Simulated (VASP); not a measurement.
A run of VASP 6.6.1 is set up as follows.

Contents of INCAR:

```
SYSTEM = TiO2
PREC = Accurate ; ENCUT = 520
EDIFF = 1E-6 ; ISMEAR = 0
SIGMA = 0.1 ; LREAL = .FALSE.
LASPH = .TRUE. ; NELM = 80
ALGO = Normal ; ISIF = 2
LWAVE = .FALSE. ; LCHARG = .FALSE.
GGA = PE ; IVDW = 12
NBANDS = 33
```

The input KPOINTS:

```
Automatic mesh
0
G
  6 6 4
  0 0 0
```

POSCAR

```
TiO2
1.0
    4.4976516119     -1.4939156188      0.0000000000
    4.4976516119      1.4939156188      0.0000000000
   -0.8826905832      0.0000000000      5.0841280939
Ti O
2 4
Direct
    0.2734349950      0.2734349950      0.2622832458
    0.7265650050      0.7265650050      0.7377167542
    0.6430626077      0.6430626077      0.3816225654
    0.1390838937      0.1390838937      0.8855498415
    0.3569373923      0.3569373923      0.6183774346
    0.8609161063      0.8609161063      0.1144501585
```

Potentials or basis: VASP PAW PBE potentials, release 64 (Ti_sv, O).

Command:

```bash
$ cat potpaw_PBE.64/Ti_sv/POTCAR potpaw_PBE.64/O/POTCAR > POTCAR
$ mpirun -np 1 vasp_std > vasp.out
```

(1) Estimate the pressure.

(2) What does it give for the dispersion energy per atom?

(3) Predict the band gap on the k mesh.

(4) Estimate the largest force.

Answers

(1) 0.7 GPa.

(2) -0.222 eV.

(3) 2.72 eV (least direct gap 2.75 eV).

(4) 0.081 eV/Å.
